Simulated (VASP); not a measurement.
Input of a VASP 6.6.1 run:

The input INCAR:

```
  PREC = Accurate
  ENCUT = 500
  EDIFF = 1E-6
  ISMEAR = 0
  SIGMA = 0.01
  LREAL = False
  LASPH = True
  NELM = 120
  ALGO = Normal
  ISIF = 2
  LWAVE = False
  LCHARG = False
  GGA = PE
  NBANDS = 17
  GGA_COMPAT = False
```

The input KPOINTS:

```
regular mesh
0
Gamma
  6 6 6
```

Contents of POSCAR:

```
Na2S
1.0
    0.0000000000      3.2169663123      3.2169663123
    3.2169663123      0.0000000000      3.2169663123
    3.2169663123      3.2169663123      0.0000000000
Na S
2 1
Direct
    0.2500000000      0.2500000000      0.2500000000
    0.7500000000      0.7500000000      0.7500000000
    0.0000000000      0.0000000000      0.0000000000
```

Potentials or basis: VASP PAW PBE potentials, release 64 (Na_pv, S).

Run with:

```sh
$ cat potpaw_PBE.64/Na_pv/POTCAR potpaw_PBE.64/S/POTCAR > POTCAR
$ mpirun -np 1 vasp_std > vasp.out
```

What does it give for the pressure?

2.0 GPa.

Predict the band gap on the k mesh.

2.65 eV, direct.
